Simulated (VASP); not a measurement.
# PbS (Cmc2_1) in VASP: notebook

PbS is run at these levels: r2SCAN; tasks: single point.

Everything below comes from runs of VASP 6.6.1. Logs are shortened: lines on timing, memory, paths and dates and some standing lists are left out, and cuts for length are marked.

### 1 The cell of the first run

It takes space group Cmc2_1 (No. 36, orthorhombic). The conventional cell has a = 4.114 Å, b = 7.132 Å, c = 7.560 Å, α = 90.00°, β = 90.00°, γ = 90.00°. Within 3.8 Å of Pb (site symmetry m) lie 6 S at 2.84 to 3.26 Å and 2 Pb at 3.78 Å. Within 3.7 Å of S (site symmetry m) lie 6 Pb at 2.84 to 3.26 Å.

### 2 Single point, r2SCAN

The input, POSCAR:

```
PbS
1.0
    2.0569420000     -3.5658290000      0.0000000000
    2.0569420000      3.5658290000      0.0000000000
    0.0000000000      0.0000000000      7.5599450000
Pb S
2 2
Direct
    0.0010320000      0.9989680000      0.4867320000
    0.9989680000      0.0010320000      0.9867320000
    0.6671450000      0.3328550000      0.6924680000
    0.3328550000      0.6671450000      0.1924680000
```

The input, INCAR.step1:

```
SYSTEM = PbS
PREC = Accurate
ENCUT = 520
ISMEAR = 0
SIGMA = 0.01
LREAL = .FALSE.
LASPH = .TRUE.
NELM = 80
NBANDS = 28
GGA = PE
ALGO = Normal
EDIFF = 1E-4
LWAVE = .TRUE.
LCHARG = .FALSE.
```

The input, INCAR.step2:

```
SYSTEM = PbS
PREC = Accurate
ENCUT = 520
EDIFF = 1E-7
ISMEAR = 0
SIGMA = 0.01
LREAL = .FALSE.
LASPH = .TRUE.
NELM = 80
ALGO = Normal
ISIF = 2
LWAVE = .FALSE.
LCHARG = .FALSE.
METAGGA = R2SCAN
LMIXTAU = .TRUE.
NBANDS = 28
ISTART = 1
```

The input, KPOINTS:

```
Automatic mesh
0
G
  6 6 4
  0 0 0
```

Potentials or basis: VASP PAW PBE potentials, release 64 (Pb_d, S).

On the command line:

```sh
> cat potpaw_PBE.64/Pb_d/POTCAR potpaw_PBE.64/S/POTCAR > POTCAR
> cp INCAR.step1 INCAR
> mpirun -np 1 vasp_std > vasp.out
> cp INCAR.step2 INCAR
> mpirun -np 1 vasp_std > vasp.out
```

OUTCAR:

```text
SYSTEM = PbS
   PREC = Accurate
   ENCUT = 520
   EDIFF = 1E-7
   ISMEAR = 0
   LREAL = .FALSE.
   LASPH = .TRUE.
   NELM = 80
   ISIF = 2
   METAGGA = R2SCAN
   ISTART = 1

 ion  position               nearest neighbor table
   1  0.001  0.999  0.487-   3 2.84   3 2.84   3 2.84   4 3.25   4 3.26   4 3.26   2 3.78   2 3.78

   2  0.999  0.001  0.987-   4 2.84   4 2.84   4 2.84   3 3.25   3 3.26   3 3.26   1 3.78   1 3.78

   3  0.667  0.333  0.692-   1 2.84   1 2.84   1 2.84   2 3.25   2 3.26   2 3.26
   4  0.333  0.667  0.192-   2 2.84   2 2.84   2 2.84   1 3.25   1 3.26   1 3.26

  LATTYP: Found a base centered orthorhombic cell.
 ALAT       =     4.1138840000
 B/A-ratio  =     1.7335583599
 C/A-ratio  =     1.8376660596

  Lattice vectors:

 A1 = (   2.0569420000,  -3.5658290000,   0.0000000000)
 A2 = (   2.0569420000,   3.5658290000,   0.0000000000)
 A3 = (   0.0000000000,   0.0000000000,   7.5599450000)

Analysis of symmetry for initial positions (statically):
=====================================================================
 Subroutine PRICEL returns:
 Original cell was already a primitive cell.

 Routine SETGRP: Setting up the symmetry group for a
 base centered orthorhombic supercell.

 Subroutine GETGRP returns: Found  4 space group operations
 (whereof  2 operations were pure point group operations)
 out of a pool of  8 trial point group operations.

The static configuration has the point symmetry C_1h.
 The point group associated with its full space group is C_2v.

Analysis of symmetry for dynamics (positions and initial velocities):
=====================================================================
 Subroutine PRICEL returns:
 Original cell was already a primitive cell.

 Routine SETGRP: Setting up the symmetry group for a
 base centered orthorhombic supercell.

 Subroutine GETGRP returns: Found  4 space group operations
 (whereof  2 operations were pure point group operations)
 out of a pool of  8 trial point group operations.

The dynamic configuration has the point symmetry C_1h.
 The point group associated with its full space group is C_2v.

 Subroutine INISYM returns: Found  4 space group operations
 (whereof  2 operations are pure point group operations),
 and found     1 'primitive' translations

----------------------------------------------------------------------------------------

                                     Primitive cell

  volume of cell :     110.8999

  direct lattice vectors                    reciprocal lattice vectors
     2.056942000 -3.565829000  0.000000000     0.243079290 -0.140219848  0.000000000
     2.056942000  3.565829000  0.000000000     0.243079290  0.140219848  0.000000000
     0.000000000  0.000000000  7.559945000     0.000000000  0.000000000  0.132276095

  length of vectors
     4.116569792  4.116569792  7.559945000     0.280622784  0.280622784  0.132276095

  position of ions in fractional coordinates (direct lattice)
     0.001032000  0.998968000  0.486732000
     0.998968000  0.001032000  0.986732000
     0.667145000  0.332855000  0.692468000
     0.332855000  0.667145000  0.192468000

  ion indices of the primitive-cell ions
   primitive index   ion index
                 1           1
                 2           2
                 3           3
                 4           4

----------------------------------------------------------------------------------------

 KPOINTS: Automatic mesh

Automatic generation of k-mesh.
 Grid dimensions read from file:
 generate k-points for:    6    6    4

 Generating k-lattice:

  Cartesian coordinates                     Fractional coordinates (reciprocal lattice)
     0.040513215 -0.023369975  0.000000000     0.166666667  0.000000000  0.000000000
     0.040513215  0.023369975  0.000000000     0.000000000  0.166666667  0.000000000
     0.000000000  0.000000000  0.033069024     0.000000000  0.000000000  0.250000000

  Length of vectors
     0.046770464  0.046770464  0.033069024

  Shift w.r.t. Gamma in fractional coordinates (k-lattice)
     0.000000000  0.000000000  0.000000000

 Subroutine IBZKPT returns following result:
 ===========================================

 Found     39 irreducible k-points:

 Following reciprocal coordinates:
            Coordinates               Weight
  0.000000  0.000000  0.000000      1.000000
  0.166667  0.000000  0.000000      4.000000
  0.333333 -0.000000  0.000000      4.000000
  0.500000 -0.000000  0.000000      2.000000
  0.166667  0.166667  0.000000      2.000000
  0.333333  0.166667  0.000000      4.000000
[... 16 lines left out ...]
  0.333333  0.333333  0.250000      4.000000
  0.500000  0.333333  0.250000      8.000000
 [... further k-points ...]
   k-points           NKPTS =     39   k-points in BZ     NKDIM =     39   number of bands    NBANDS=     28
   number of dos      NEDOS =    301   number of ions     NIONS =      4
   total plane-waves  NPLWV =  57344
   dimension x,y,z NGX =    32 NGY =   32 NGZ =   56
   dimension x,y,z NGXF=    64 NGYF=   64 NGZF=  112
   ions per type =               2   2
   NGX,Y,Z   is equivalent  to a cutoff of  12.92, 12.92, 12.31 a.u.
   NGXF,Y,Z  is equivalent  to a cutoff of  25.85, 25.85, 24.63 a.u.
 SYSTEM =  PbS
   PREC   = accura    normal or accurate (medium, high low for compatibility)
   ISTART =      1    job   : 0-new  1-cont  2-samecut
   ICHARG =      0    charge: 1-file 2-atom 10-const
   ISPIN  =      1    spin polarized calculation?
   LNONCOLLINEAR =      F non collinear calculations
   LSORBIT =      F    spin-orbit coupling
   LASPH  =      T    aspherical Exc in radial PAW
   ENCUT  =  520.0 eV  38.22 Ry    6.18 a.u.   7.65  7.65 14.06*2*pi/ulx,y,z
   NELM   =     80;   NELMIN=  2; NELMDL=  0     # of ELM steps
   EDIFF  = 0.1E-06   stopping-criterion for ELM
   LREAL  =      F    real-space projection
   EDIFFG = 0.1E-05   stopping-criterion for IOM
   NSW    =      0    number of steps for IOM
   IBRION =     -1    ionic relax: 0-MD 1-quasi-New 2-CG
   NFREE  =      0    steps in history (QN), initial steepest desc. (CG)
   ISIF   =      2    stress and relaxation
   ISYM   =      2    0-nonsym 1-usesym 2-fastsym
   POTIM  = 0.5000    time-step for ionic-motion
   TEBEG  =    0.0;   TEEND  =   0.0 temperature during run
   PSTRESS=    0.0 pullay stress
   NELECT =      40.0000    total number of electrons
   NUPDOWN=      -1.0000    fix difference up-down
   EMIN   =  10.00;   EMAX   =-10.00  energy-range for DOS
   EFERMI =   0.00;   METHOD = LEGACY
   ISMEAR =     0;   SIGMA  =   0.01  broadening in eV -4-tet -1-fermi 0-gaus
   EFERMI_NEDOS =   21; number of points for ismear=-14 and -15
   IALGO  =     38    algorithm
   IMIX   =      4    mixing-type and parameters
     AMIX     =   0.40;   BMIX     =  1.00
     AMIX_MAG =   1.60;   BMIX_MAG =  1.00
  volume/ion in A,a.u.               =      27.72       187.10
  Fermi-wavevector in a.u.,A,eV,Ry     =   1.165336  2.202165 18.476815  1.358008
  Thomas-Fermi vector in A             =   2.301863
   LORBIT       =      0    0 simple, 1 ext, 2 COOP (PROOUT), +10 PAW based schemes
   METAGGA = R2SCAN    functional components
   LHFCALC =     F    Hartree Fock is set to
   AEXX    =    0.0000 exact exchange contribution
   IVDW    =     0    specifies the selected vdW correction
   LEPSILON=     F    determine dielectric tensor
   LRPA    =     F    only Hartree local field effects (RPA)
 non-spin polarized calculation
 Gauss-broadening in eV      SIGMA  =   0.01
  energy-cutoff  :      520.00
  volume of cell :      110.90
 maximum number of plane-waves:      3040
 NGX is ok and might be reduce to    32
   NGX = 15   NGY = 15   NGZ = 29

 number of electron      39.9999996 magnetization

 Free energy of the ion-electron system (eV)
  ---------------------------------------------------
  ext. energy  EPLUGINS =         0.00000000
  ---------------------------------------------------
  free energy    TOTEN  =      -130.98998927 eV

  energy without entropy =     -130.98998927  energy(sigma->0) =     -130.98998927

 E-fermi :   5.0193     XC(G=0):  -9.9095

 val. band max:        4.9715684466   @ k =   0.0000   0.0000   0.0000
 cond. band min:       5.7388819062   @ k =   0.5000   0.5000   0.0000
 fundamental gap:      0.7673134596
 Fermi energy:         5.0193098970

 k-point     1 :       0.0000    0.0000    0.0000
  band No.  band energies     occupation
      1     -12.5059      2.00000
      2     -12.4618      2.00000
      3     -12.4614      2.00000
      4     -12.4466      2.00000
      5     -12.4463      2.00000
      6     -12.4223      2.00000
[... 20 lines left out ...]
     27      12.4849      0.00000
     28      13.2436      0.00000

 k-point     2 :       0.1667    0.0000    0.0000
  band No.  band energies     occupation
      1     -12.5003      2.00000
      2     -12.4870      2.00000
      3     -12.4544      2.00000
      4     -12.4508      2.00000
      5     -12.4322      2.00000
      6     -12.4317      2.00000
[... 20 lines left out ...]
     27      11.6031      0.00000
     28      12.4298      0.00000

 k-point     3 :       0.3333   -0.0000    0.0000
  band No.  band energies     occupation
      1     -12.5488      2.00000
      2     -12.4858      2.00000
      3     -12.4746      2.00000
      4     -12.4445      2.00000
      5     -12.4381      2.00000
      6     -12.4057      2.00000
[... 20 lines left out ...]
     27      11.6019      0.00000
     28      13.4361      0.00000

 k-point     4 :       0.5000   -0.0000    0.0000
  band No.  band energies     occupation
      1     -12.5776      2.00000
      2     -12.4867      2.00000
      3     -12.4820      2.00000
      4     -12.4457      2.00000
      5     -12.4378      2.00000
      6     -12.4124      2.00000
[... 578 lines left out ...]
     27      11.8616      0.00000
     28      13.1624      0.00000

 k-point    23 :       0.3333    0.3333    0.2500
  band No.  band energies     occupation
      1     -12.5202      2.00000
      2     -12.5201      2.00000
      3     -12.4529      2.00000
      4     -12.4342      2.00000
      5     -12.4342      2.00000
      6     -12.4124      2.00000
[... 20 lines left out ...]
     27      12.8477      0.00000
     28      12.8540      0.00000

 k-point    24 :       0.5000    0.3333    0.2500
  band No.  band energies     occupation
      1     -12.5443      2.00000
      2     -12.4938      2.00000
      3     -12.4603      2.00000
      4     -12.4431      2.00000
      5     -12.4311      2.00000
      6     -12.4146      2.00000
[... 20 lines left out ...]
     27      11.8416      0.00000
     28      13.1275      0.00000

 [... further k-points ...]

------------------------ aborting loop because EDIFF is reached ----------------------------------------

  FORCE on cell =-STRESS in cart. coord.  units (eV):
  Direction    XX          YY          ZZ          XY          YZ          ZX
  --------------------------------------------------------------------------------------
  -------------------------------------------------------------------------------------
  Total       -0.0320796     -0.0479067     -0.0038852      0.0000000      0.0000000      0.0000000
  in kB       -0.4634551     -0.6921104     -0.0561291      0.0000000      0.0000000      0.0000000
  external PRESSURE =      -0.4038982 kB  Pullay stress =       0.0000000 kB

 VOLUME and BASIS-vectors are now :
 -----------------------------------------------------------------------------
  energy-cutoff  :      520.00
  volume of cell :      110.90
      direct lattice vectors                 reciprocal lattice vectors
     2.056942000 -3.565829000  0.000000000     0.243079290 -0.140219848  0.000000000
     2.056942000  3.565829000  0.000000000     0.243079290  0.140219848  0.000000000
     0.000000000  0.000000000  7.559945000     0.000000000  0.000000000  0.132276095

 POSITION                                       TOTAL-FORCE (eV/Angst)
 -----------------------------------------------------------------------------------
      2.05694      3.55847      3.67967         0.000000      0.005683      0.006063
      2.05694     -3.55847      7.45964         0.000000     -0.005683      0.006063
      2.05694     -1.19202      5.23502         0.000000     -0.002861     -0.006063
      2.05694      1.19202      1.45505         0.000000      0.002861     -0.006063
 -----------------------------------------------------------------------------------
    total drift:                               -0.000000     -0.000000     -0.000260

  FREE ENERGIE OF THE ION-ELECTRON SYSTEM (eV)
  ---------------------------------------------------
  free  energy   TOTEN  =      -130.9899892667 eV

  energy  without entropy=     -130.9899892667  energy(sigma->0) =     -130.98998927
```

Wall time 6.2 min (1 thread of AMD EPYC 7R13, shared host); peak memory 0.27 GiB.

What came out:

```yaml
Free_energy: -130.9900 eV
Pressure: 0.0 GPa
Largest_force: 0.008 eV/Å
Band_gap_on_the_k_mesh: 0.77 eV (least direct gap 1.20 eV)
```

Forces on the atoms (eV/Å):
```
Pb   0.000  0.006  0.006
Pb   0.000 -0.006  0.006
S    0.000 -0.003 -0.006
S    0.000  0.003 -0.006
```

Levels at points of the mesh, in eV from the valence-band top:
| k point | band 17 | band 18 | band 19 | band 20 | band 21 | band 22 | band 23 | band 24 |
| --- | --- | --- | --- | --- | --- | --- | --- | --- |
| (0.00, 0.00, 0.00) | -1.95 | -1.61 | -1.61 | 0.00 | 1.20 | 3.77 | 3.77 | 4.10 |
| (0.50, 0.00, 0.00) | -3.05 | -1.95 | -1.60 | -0.92 | 0.77 | 2.71 | 3.06 | 4.25 |
| (0.50, 0.50, 0.00) | -3.04 | -1.95 | -1.60 | -0.90 | 0.77 | 2.73 | 3.07 | 4.25 |
| (0.00, 0.00, 0.50) | -1.78 | -1.78 | -1.35 | -1.35 | 2.91 | 2.91 | 3.84 | 3.84 |
| (0.50, 0.00, 0.50) | -2.58 | -2.58 | -2.45 | -2.45 | 2.68 | 2.68 | 3.60 | 3.60 |
| (0.50, 0.50, 0.50) | -2.57 | -2.57 | -2.44 | -2.44 | 2.68 | 2.68 | 3.60 | 3.60 |

Caveat: the PAW data sets were made with another functional, which shifts forces and pressure a little; spin-orbit coupling is left out, which moves the levels of the heavy elements. A k mesh can miss the band edges.

### 3 Single point, r2SCAN

POSCAR is that of step 2.

The input, INCAR.step1:

```
PREC     = Accurate       # precision mode
ENCUT    = 520            # plane-wave cutoff, eV
ISMEAR   = 0              # smearing method
SIGMA    = 0.01           # smearing width, eV
LREAL    = F              # projectors in reciprocal space
LASPH    = T              # aspherical terms in the spheres
NELM     = 60             # most SCF steps
NBANDS   = 28             # bands
GGA      = PE             # functional
ALGO     = Normal         # electronic algorithm
EDIFF    = 1E-4           # SCF threshold, eV
LWAVE    = T              # write WAVECAR
LCHARG   = F              # write CHGCAR
```

The input, INCAR.step2:

```
PREC     = Accurate       # precision mode
ENCUT    = 520            # plane-wave cutoff, eV
EDIFF    = 1E-7           # SCF threshold, eV
ISMEAR   = 0              # smearing method
SIGMA    = 0.01           # smearing width, eV
LREAL    = F              # projectors in reciprocal space
LASPH    = T              # aspherical terms in the spheres
NELM     = 60             # most SCF steps
ALGO     = Normal         # electronic algorithm
ISIF     = 2              # what is computed and relaxed
LWAVE    = F              # write WAVECAR
LCHARG   = T              # write CHGCAR
METAGGA  = R2SCAN         # meta-GGA
LMIXTAU  = T            
LELF     = T              # ELF
LVHAR    = T            
NBANDS   = 28             # bands
ISTART   = 1
```

The input, KPOINTS:

```
Automatic mesh
0
Gamma
  6 6 4
```

Potentials or basis: VASP PAW PBE potentials, release 64 (Pb_d, S).

On the command line:

```sh
> cat potpaw_PBE.64/Pb_d/POTCAR potpaw_PBE.64/S/POTCAR > POTCAR
> cp INCAR.step1 INCAR
> mpirun -np 1 vasp_std > vasp.out
> cp INCAR.step2 INCAR
> mpirun -np 1 vasp_std > vasp.out
```

It took 6.1 min on 1 thread of AMD EPYC 7R13, shared host; peak memory 0.27 GiB.

Results (log left out):

```
Free energy            : -130.9900 eV
Pressure               : 0.0 GPa
Largest force          : 0.008 eV/Å
Band gap on the k mesh : 0.77 eV (least direct gap 1.20 eV)
```

Forces on the atoms (eV/Å):
```
Pb   0.000  0.006  0.006
Pb   0.000 -0.006  0.006
S    0.000 -0.003 -0.006
S    0.000  0.003 -0.006
```

Levels at points of the mesh, in eV from the valence-band top:
| k point | band 17 | band 18 | band 19 | band 20 | band 21 | band 22 | band 23 | band 24 |
| --- | --- | --- | --- | --- | --- | --- | --- | --- |
| (0.00, 0.00, 0.00) | -1.95 | -1.61 | -1.61 | 0.00 | 1.20 | 3.77 | 3.77 | 4.10 |
| (0.50, 0.00, 0.00) | -3.05 | -1.95 | -1.60 | -0.92 | 0.77 | 2.71 | 3.06 | 4.25 |
| (0.50, 0.50, 0.00) | -3.04 | -1.95 | -1.60 | -0.90 | 0.77 | 2.73 | 3.07 | 4.25 |
| (0.00, 0.00, 0.50) | -1.78 | -1.78 | -1.35 | -1.35 | 2.91 | 2.91 | 3.84 | 3.84 |
| (0.50, 0.00, 0.50) | -2.58 | -2.58 | -2.45 | -2.45 | 2.68 | 2.68 | 3.60 | 3.60 |
| (0.50, 0.50, 0.50) | -2.57 | -2.57 | -2.44 | -2.44 | 2.68 | 2.68 | 3.60 | 3.60 |

Caveat: the PAW data sets were made with another functional, which shifts forces and pressure a little; spin-orbit coupling is left out, which moves the levels of the heavy elements. A k mesh can miss the band edges.
